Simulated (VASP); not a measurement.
# Co16H3C in VASP: single point with PBE+D3(BJ)

Aim: the single point of Co16H3C with PBE+D3(BJ).

Everything below comes from runs of VASP 6.6.1. Logs are shortened: lines on timing, memory, paths and dates and some standing lists are left out, and cuts for length are marked.

### 1 The cell of the first run

The cell holds a slab with vacuum, 20 atoms: a = 5.020 Å, b = 5.020 Å, c = 22.607 Å, α = 90.00°, β = 90.00°, γ = 60.00°.

### 2 Single point, PBE+D3(BJ), collinear spin, ferromagnetic start

File INCAR:

```
PREC     = Accurate       # precision mode
ENCUT    = 520            # plane-wave cutoff, eV
EDIFF    = 1E-6           # SCF threshold, eV
ISMEAR   = 1              # smearing method
SIGMA    = 0.1            # smearing width, eV
LREAL    = False          # projectors in reciprocal space
LASPH    = True           # aspherical terms in the spheres
NELM     = 200            # most SCF steps
ALGO     = Normal         # electronic algorithm
ISIF     = 2              # what is computed and relaxed
LWAVE    = False          # write WAVECAR
LCHARG   = True           # write CHGCAR
ISPIN    = 2              # spin polarisation
MAGMOM   = 1.8 1.8 1.8 1.8 1.8 1.8 1.8 1.8 1.8 1.8 1.8 1.8 1.8 1.8 1.8 1.8 0 0 0 0 # initial moments
LORBIT   = 11             # projections on sites
LMAXMIX  = 4              # l up to which the mixer works
GGA      = PE             # functional
IVDW     = 12             # dispersion correction
LELF     = True           # ELF
LVHAR    = True         
NBANDS   = 96             # bands
GGA_COMPAT= False        
NELMDL   = -8
```

File KPOINTS:

```
regular mesh
0
Gamma
  2 2 1
```

File POSCAR:

```
Co16H3C
1.0
    5.0200000000      0.0000000000      0.0000000000
    2.5100000000      4.3474475270      0.0000000000
    0.0000000000      0.0000000000     22.6068300000
Co C H
16 1 3
Direct
    0.8333333300      0.3333333300      0.1105860500
    0.3333333300      0.3333333300      0.1105860500
    0.8333333300      0.8333333300      0.1105860500
    0.3333333300      0.8333333300      0.1105860500
    0.0000000000      0.0000000000      0.2006300800
    0.5000000000      0.0000000000      0.2006300800
    0.0000000000      0.5000000000      0.2006300800
    0.5000000000      0.5000000000      0.2006300800
    0.8354777800      0.3322622700      0.2897405300
    0.3322775900      0.3322767700      0.2897390100
    0.8333402200      0.8333347100      0.2902030100
    0.3322746200      0.8354621100      0.2897401300
    0.0012820900      0.0012592600      0.3760628200
    0.4976254800      0.0011864300      0.3760538200
    0.0012911500      0.4975373700      0.3760599100
    0.5000459100      0.4999859400      0.3723933000
    0.1668279300      0.1666506000      0.4455356300
    1.0483957200      0.4040724500      0.4645708100
    0.0480206400      1.0481140000      0.4645999200
    0.4043532800      0.0477442700      0.4645308100
```

Potentials or basis: VASP PAW PBE potentials, release 64 (Co, C, H).

Started as:

```
> cat potpaw_PBE.64/Co/POTCAR potpaw_PBE.64/C/POTCAR potpaw_PBE.64/H/POTCAR > POTCAR
> mpirun -np 1 vasp_std > vasp.out
```

OUTCAR:

```text
PREC = Accurate
   ENCUT = 520
   EDIFF = 1E-6
   ISMEAR = 1
   LREAL = False
   LASPH = True
   NELM = 200
   ISIF = 2
   ISPIN = 2
   LORBIT = 11
   GGA = PE
   IVDW = 12
   NELMDL = -8
 IVDW          = 12

 ion  position               nearest neighbor table
   1  0.833  0.333  0.111-   8 2.50   5 2.50   7 2.50   2 2.51   2 2.51   3 2.51   4 2.51   3 2.51
                             4 2.51
   2  0.333  0.333  0.111-   7 2.50   6 2.50   8 2.50   1 2.51   1 2.51   3 2.51   4 2.51   4 2.51
                             3 2.51
   3  0.833  0.833  0.111-   6 2.50   7 2.50   5 2.50   4 2.51   4 2.51   1 2.51   2 2.51   2 2.51
                             1 2.51
   4  0.333  0.833  0.111-   5 2.50   8 2.50   6 2.50   3 2.51   3 2.51   1 2.51   2 2.51   1 2.51
                             2 2.51
   5  0.000  0.000  0.201-   9 2.48  12 2.48  11 2.49   4 2.50   1 2.50   3 2.50   6 2.51   6 2.51
                             7 2.51   8 2.51   7 2.51   8 2.51
   6  0.500  0.000  0.201-  12 2.48  10 2.48  11 2.49   3 2.50   2 2.50   4 2.50   5 2.51   5 2.51
                             7 2.51   8 2.51   8 2.51   7 2.51
   7  0.000  0.500  0.201-   9 2.48  10 2.48  11 2.49   2 2.50   3 2.50   1 2.50   8 2.51   8 2.51
                             5 2.51   6 2.51   6 2.51   5 2.51
   8  0.500  0.500  0.201-  10 2.49  12 2.49   9 2.49   1 2.50   4 2.50   2 2.50   7 2.51   7 2.51
                             5 2.51   6 2.51   5 2.51   6 2.51
   9  0.835  0.332  0.290-  16 2.37  13 2.42  15 2.42   7 2.48   5 2.48   8 2.49  12 2.49  10 2.49
                            11 2.51  11 2.51  10 2.53  12 2.53
  10  0.332  0.332  0.290-  16 2.37  15 2.42  14 2.42   6 2.48   7 2.48   8 2.49   9 2.49  12 2.49
                            11 2.51  11 2.51  12 2.53   9 2.53
  11  0.833  0.833  0.290-  14 2.43  15 2.43  13 2.43   5 2.49   7 2.49   6 2.49   9 2.51  10 2.51
                            12 2.51  12 2.51  10 2.51   9 2.51
  12  0.332  0.835  0.290-  16 2.37  13 2.42  14 2.42   6 2.48   5 2.48   8 2.49   9 2.49  10 2.49
                            11 2.51  11 2.51  10 2.53   9 2.53
  13  0.001  0.001  0.376-  17 2.13  12 2.42   9 2.42  11 2.43  15 2.49  14 2.49  16 2.51  16 2.51
                            14 2.53  15 2.53
  14  0.498  0.001  0.376-  17 2.13  12 2.42  10 2.42  11 2.43  13 2.49  15 2.49  16 2.51  16 2.51
                            15 2.53  13 2.53
  15  0.001  0.498  0.376-  17 2.13  10 2.42   9 2.42  11 2.43  13 2.49  14 2.49  16 2.51  16 2.51
                            14 2.53  13 2.53
  16  0.500  0.500  0.372-   9 2.37  12 2.37  10 2.37  15 2.51  13 2.51  14 2.51  14 2.51  13 2.51
                            15 2.51
  17  0.167  0.167  0.446-  19 1.12  18 1.12  20 1.12  14 2.13  15 2.13  13 2.13
  18  0.048  0.404  0.465-  17 1.12
  19  0.048  0.048  0.465-  17 1.12
  20  0.404  0.048  0.465-  17 1.12

  LATTYP: Found a hexagonal cell.
 ALAT       =     5.0200000000
 C/A-ratio  =     4.5033525896

  Lattice vectors:

 A1 = (  -2.5100000000,  -4.3474475270,   0.0000000000)
 A2 = (   5.0200000000,   0.0000000000,   0.0000000000)
 A3 = (   0.0000000000,   0.0000000000,  22.6068300000)

Analysis of symmetry for initial positions (statically):
=====================================================================
 Subroutine PRICEL returns:
 Original cell was already a primitive cell.

 Routine SETGRP: Setting up the symmetry group for a
 hexagonal supercell.

 Subroutine GETGRP returns: Found  1 space group operations
 (whereof  1 operations were pure point group operations)
 out of a pool of 24 trial point group operations.

The static configuration has the point symmetry C_1 .

Analysis of symmetry for dynamics (positions and initial velocities):
=====================================================================
 Subroutine PRICEL returns:
 Original cell was already a primitive cell.

 Routine SETGRP: Setting up the symmetry group for a
 hexagonal supercell.

 Subroutine GETGRP returns: Found  1 space group operations
 (whereof  1 operations were pure point group operations)
 out of a pool of 24 trial point group operations.

The dynamic configuration has the point symmetry C_1 .

Analysis of structural, dynamic, and magnetic symmetry:
=====================================================================
 Subroutine PRICEL returns:
 Original cell was already a primitive cell.

 Routine SETGRP: Setting up the symmetry group for a
 hexagonal supercell.

 Subroutine GETGRP returns: Found  1 space group operations
[... 109 lines left out ...]
   PREC   = accura    normal or accurate (medium, high low for compatibility)
   ISTART =      0    job   : 0-new  1-cont  2-samecut
   ICHARG =      2    charge: 1-file 2-atom 10-const
   ISPIN  =      2    spin polarized calculation?
   LNONCOLLINEAR =      F non collinear calculations
   LSORBIT =      F    spin-orbit coupling
   LASPH  =      T    aspherical Exc in radial PAW
   ENCUT  =  520.0 eV  38.22 Ry    6.18 a.u.   9.33  9.33 42.03*2*pi/ulx,y,z
   NELM   =    200;   NELMIN=  2; NELMDL= -8     # of ELM steps
   EDIFF  = 0.1E-05   stopping-criterion for ELM
   LREAL  =      F    real-space projection
   EDIFFG = 0.1E-04   stopping-criterion for IOM
   NSW    =      0    number of steps for IOM
   IBRION =     -1    ionic relax: 0-MD 1-quasi-New 2-CG
   NFREE  =      0    steps in history (QN), initial steepest desc. (CG)
   ISIF   =      2    stress and relaxation
   ISYM   =      2    0-nonsym 1-usesym 2-fastsym
   POTIM  = 0.5000    time-step for ionic-motion
   TEBEG  =    0.0;   TEEND  =   0.0 temperature during run
   PSTRESS=    0.0 pullay stress
   NELECT =     151.0000    total number of electrons
   NUPDOWN=      -1.0000    fix difference up-down
   EMIN   =  10.00;   EMAX   =-10.00  energy-range for DOS
   EFERMI =   0.00;   METHOD = LEGACY
   ISMEAR =     1;   SIGMA  =   0.10  broadening in eV -4-tet -1-fermi 0-gaus
   EFERMI_NEDOS =   21; number of points for ismear=-14 and -15
   IALGO  =     38    algorithm
   IMIX   =      4    mixing-type and parameters
     AMIX     =   0.40;   BMIX     =  1.00
     AMIX_MAG =   1.60;   BMIX_MAG =  1.00
  volume/ion in A,a.u.               =      24.67       166.47
  Fermi-wavevector in a.u.,A,eV,Ry     =   1.103252  2.084843 16.560523  1.217164
  Thomas-Fermi vector in A             =   2.239707
   LORBIT       =     11    0 simple, 1 ext, 2 COOP (PROOUT), +10 PAW based schemes
   GGA     = PE    functional components
   LHFCALC =     F    Hartree Fock is set to
   AEXX    =    0.0000 exact exchange contribution
   IVDW    =    12    specifies the selected vdW correction
   LEPSILON=     F    determine dielectric tensor
   LRPA    =     F    only Hartree local field effects (RPA)
 spin polarized calculation
 Methfessel and Paxton  Order N= 1 SIGMA  =   0.10
  energy-cutoff  :      520.00
  volume of cell :      493.38
 maximum number of plane-waves:     13321
 NGX is ok and might be reduce to    40
   NGX = 19   NGY = 19   NGZ = 85

 number of electron     151.0000036 magnetization      25.7238612

 Free energy of the ion-electron system (eV)
  ---------------------------------------------------
  ext. energy  EPLUGINS =         0.00000000
  ---------------------------------------------------
  free energy    TOTEN  =      -126.93809181 eV

  energy without entropy =     -126.89821374  energy(sigma->0) =     -126.92479912

 E-fermi :   1.2209     XC(G=0):  -5.9613

 val. band max:        1.1989825091   @ k =   0.5000  -0.0000   0.0000
 cond. band min:       1.2228083480   @ k =   0.5000   0.5000   0.0000
 fundamental gap:      0.0238258389
 Fermi energy:         1.2208644259

 spin component 1

 k-point     1 :       0.0000    0.0000    0.0000
  band No.  band energies     occupation
      1     -12.6479      1.00000
      2      -7.2635      1.00000
      3      -6.0112      1.00000
      4      -5.7664      1.00000
      5      -5.7659      1.00000
      6      -4.6782      1.00000
[... 349 lines left out ...]
     86       0.5759      1.00000
     87       0.6109      1.00000
 Fermi energy:         1.2208644259

 spin component 2

 k-point     1 :       0.0000    0.0000    0.0000
  band No.  band energies     occupation
      1     -12.5990      1.00000
      2      -7.2766      1.00000
      3      -5.9753      1.00000
      4      -5.6422      1.00000
      5      -5.6418      1.00000
      6      -4.3825      1.00000
[... 349 lines left out ...]
     86       2.3339     -0.00000
     87       2.3572     -0.00000
 [bands above 87 left out]

------------------------ aborting loop because EDIFF is reached ----------------------------------------

 Edisp (eV)   -5.18594

 E8    (eV) :    -2.3082

  FORCE on cell =-STRESS in cart. coord.  units (eV):
  Direction    XX          YY          ZZ          XY          YZ          ZX
  --------------------------------------------------------------------------------------
  -------------------------------------------------------------------------------------
  Total     -15.62754   -15.62881    -5.03901    -0.00218     0.00050    -0.00526
  in kB     -50.74851   -50.75265   -16.36359    -0.00708     0.00163    -0.01708
  external pressure =      -39.29 kB  Pullay stress =        0.00 kB

 VOLUME and BASIS-vectors are now :
 -----------------------------------------------------------------------------
  energy-cutoff  :      520.00
  volume of cell :      493.38
      direct lattice vectors                 reciprocal lattice vectors
     5.020000000  0.000000000  0.000000000     0.199203187 -0.115010014  0.000000000
     2.510000000  4.347447527  0.000000000     0.000000000  0.230020028  0.000000000
     0.000000000  0.000000000 22.606830000     0.000000000  0.000000000  0.044234419

 POSITION                                       TOTAL-FORCE (eV/Angst)
 -----------------------------------------------------------------------------------
      5.02000      1.44915      2.50000         0.016218     -0.009322      0.540749
      2.51000      1.44915      2.50000        -0.016231     -0.009404      0.540723
      6.27500      3.62287      2.50000        -0.000102      0.000007      0.568045
      3.76500      3.62287      2.50000         0.000050      0.018740      0.540692
      0.00000      0.00000      4.53561        -0.047285     -0.027506     -0.402820
      2.51000      0.00000      4.53561         0.047626     -0.027343     -0.403094
[... 12 lines left out ...]
      0.36183      0.20917     10.50313         0.016427      0.008977      0.033938
      2.14969      0.20757     10.50157        -0.016412      0.009871      0.034724
 -----------------------------------------------------------------------------------
    total drift:                               -0.000055      0.000007      0.001389

  FREE ENERGIE OF THE ION-ELECTRON SYSTEM (eV)
  ---------------------------------------------------
  free  energy   TOTEN  =      -132.1240350090 eV

  energy  without entropy=     -132.0841569390  energy(sigma->0) =     -132.11074232

 total charge

# of ion       s       p       d       tot
------------------------------------------
    1        0.475   0.366   7.236   8.077
    2        0.475   0.366   7.236   8.077
    3        0.474   0.364   7.240   8.079
    4        0.475   0.366   7.236   8.077
    5        0.476   0.491   7.273   8.240
    6        0.476   0.491   7.274   8.240
[... 12 lines left out ...]
   19        0.611   0.046   0.000   0.657
   20        0.610   0.046   0.000   0.657
--------------------------------------------------
tot         10.308   9.125 116.403 135.837

 magnetization (x)

# of ion       s       p       d       tot
------------------------------------------
    1       -0.009  -0.028   1.795   1.758
    2       -0.009  -0.028   1.795   1.758
    3       -0.012  -0.029   1.779   1.738
    4       -0.009  -0.028   1.795   1.758
    5       -0.018  -0.053   1.667   1.595
    6       -0.018  -0.053   1.667   1.595
[... 12 lines left out ...]
   19        0.005   0.001   0.000   0.005
   20        0.005   0.001   0.000   0.005
--------------------------------------------------
tot         -0.225  -0.658  26.827  25.945
```

Wall time 43 min (1 thread of Intel Xeon Platinum 8488C (Sapphire Rapids), shared host); peak memory 0.9 GiB.

Results:

* Free energy: -132.1240 eV
* Largest force: 0.568 eV/Å
* Net moment: 25.72 μB per cell
* Site moments: Co +1.76, +1.74, +1.59, +1.62, +1.58, +1.47, +1.53, +1.70 (each value once); C +0.01; H +0.01 μB
* Valence electrons inside the program's atomic spheres: Co 8.08, 8.24, 8.23, 8.30, 8.29, 8.18 (each value once); C 2.54; H 0.66
* Dispersion energy per atom: -0.259 eV

Forces in eV/Å, atoms in the order of the input:
```
Co   0.016 -0.009  0.541
Co  -0.016 -0.009  0.541
Co   0.000  0.000  0.568
Co   0.000  0.019  0.541
Co  -0.047 -0.028 -0.403
Co   0.048 -0.027 -0.403
Co   0.000  0.055 -0.403
Co   0.000  0.000 -0.501
Co  -0.014  0.008 -0.102
Co   0.014  0.008 -0.103
Co   0.001  0.000 -0.264
Co   0.000 -0.016 -0.103
Co   0.210  0.121  0.038
Co  -0.211  0.122  0.039
Co   0.000 -0.243  0.038
Co   0.000  0.000 -0.192
C    0.000  0.000  0.066
H   -0.001 -0.019  0.034
H    0.016  0.009  0.034
H   -0.016  0.010  0.035
```

Levels at points of the mesh, in eV from the Fermi level:
Spin up:
| k point | band 84 | band 85 | band 86 | band 87 | band 88 | band 89 | band 90 | band 91 |
| --- | --- | --- | --- | --- | --- | --- | --- | --- |
| (0.00, 0.00, 0.00) | -0.60 | -0.57 | -0.55 | -0.55 | -0.29 | 0.42 | 1.05 | 1.06 |
| (0.50, 0.00, 0.00) | -0.79 | -0.69 | -0.64 | -0.61 | -0.49 | 0.00 | 0.70 | 1.09 |
| (0.50, 0.50, 0.00) | -0.79 | -0.69 | -0.65 | -0.61 | -0.49 | 0.00 | 0.70 | 1.09 |
| (0.00, 0.50, 0.00) | -0.79 | -0.69 | -0.64 | -0.61 | -0.49 | 0.00 | 0.70 | 1.09 |
Spin down:
```tsv
k point	band 60	band 61	band 62	band 63	band 64	band 65	band 66	band 67	band 68	band 69
(0.00, 0.00, 0.00)	0.06	0.18	0.36	0.37	0.37	0.41	0.41	0.64	0.77	0.77
(0.50, 0.00, 0.00)	-0.19	-0.15	-0.12	-0.03	-0.02	0.01	0.02	0.05	0.18	0.19
(0.50, 0.50, 0.00)	-0.19	-0.15	-0.12	-0.03	-0.02	0.01	0.02	0.05	0.18	0.19
(0.00, 0.50, 0.00)	-0.19	-0.15	-0.12	-0.03	-0.02	0.01	0.02	0.05	0.18	0.19
```

Caveat: the k points lie up to 0.72 Å⁻¹ apart.
